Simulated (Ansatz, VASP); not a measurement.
## One calculation of TiPt3, two programs

```
Ti Pt
1.0
     3.87760    0.00000    0.00000
     0.00000    3.87760    0.00000
     0.00000    0.00000    3.87760
Ti Pt
1 3
Direct
  0.00000 0.00000 0.00000
  0.50000 0.50000 0.00000
  0.50000 0.00000 0.50000
  0.00000 0.50000 0.50000
```

Alike in both runs: task single point; functional PBEsol; k mesh 6 × 6 × 6; occupations gaussian, width 0.1 eV; no spin polarisation.

|  | VASP | Ansatz |
| --- | --- | --- |
| version | VASP 6.6.1 | Ansatz 0.2.0 |
| potentials or method | VASP PAW PBE potentials, release 64 (Ti_sv, Pt), cutoff 500 eV | scalar-relativistic, plane waves, PAW |
| valence electrons in the cell | 42 | 66 |

|  | VASP | Ansatz | Ansatz less VASP |
| --- | --- | --- | --- |
| gap on the k mesh at the Fermi level (eV) | none | none | - |
| pressure (GPa) | 4.3 | 4.6 | +0.28 |

VASP's potentials were made for PBE, not for PBEsol. A gap of «none» marks a metal or a gap that the smearing closes. VASP's potentials hold 42 valence electrons a cell and Ansatz's 66, so a difference there can come from the potentials and not from the codes.

Neither program's run includes spin-orbit coupling.
